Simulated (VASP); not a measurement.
## NdAl2S: single point with PBE

NdAl2S:

```
Nd Al S
1.0
     4.72360    0.00000    0.00000
     0.00000    4.72360    0.00000
     0.00000    0.00000    3.83377
Nd Al S
1 2 1
Direct
  0.00000 0.00000 0.66788
  0.50000 0.00000 0.69253
  0.00000 0.50000 0.69253
  0.50000 0.50000 0.99492
```

The cell was generated, and may not be a known phase.

| Property | Result |
| --- | --- |
| Program | VASP 6.6.1 |
| Task | single point |
| Functional | PBE |
| Potentials or basis | VASP PAW PBE potentials, release 64 (Nd_3, Al, S), 4f in core |
| Cutoff | 500 eV |
| k mesh | 4 × 4 × 4 |
| Occupations | gaussian, width 0.1 eV |
| Spin | no spin polarisation |

```
Pressure               : 22.7 GPa
Largest force          : 0.437 eV/Å
Band gap on the k mesh : zero (an odd number of electrons rules out a gap without spin polarisation)
```

Forces on the atoms (eV/Å):
```
Nd   0.000  0.000 -0.437
Al   0.000  0.000  0.244
Al   0.000  0.000  0.244
S    0.000  0.000 -0.051
```

Stress tensor (GPa, compression positive):
```
37.78  0.00  0.00
 0.00 37.78  0.00
 0.00  0.00 -7.56
```

Levels at points of the mesh, in eV from the Fermi level:
```csv
k point,band 9,band 10,band 11,band 12,band 13,band 14
"(0.00, 0.00, 0.00)",-4.65,-2.77,-0.37,-0.17,2.13,2.13
"(0.50, 0.00, 0.00)",-2.18,-1.94,-0.37,0.16,0.22,1.23
"(0.50, 0.50, 0.00)",-1.70,-1.02,-0.66,0.02,0.09,0.09
"(0.00, 0.00, 0.50)",-4.17,-1.64,0.03,0.06,0.27,0.27
"(0.50, 0.00, 0.50)",-3.16,-1.86,-0.89,-0.18,-0.07,0.22
"(0.50, 0.50, 0.50)",-2.07,-2.07,-0.83,-0.80,0.92,1.72
```

Wall time 9.3 s on 1 thread of Intel(R) Xeon(R) 6975P-C (Granite Rapids), with other jobs on the host, peak memory 0.19 GiB.

Caveat: the k points lie up to 0.41 Å⁻¹ apart, too coarse for converged energies and pressures of a metal; spin-orbit coupling is left out, which moves the levels of the heavy elements; the 4f electrons are frozen in the core, so they carry no moment and show no levels; the run has no spin polarisation, though such a crystal can be magnetic. Spin polarisation is off, so any magnetic state and its effect on volume and gap are missing.
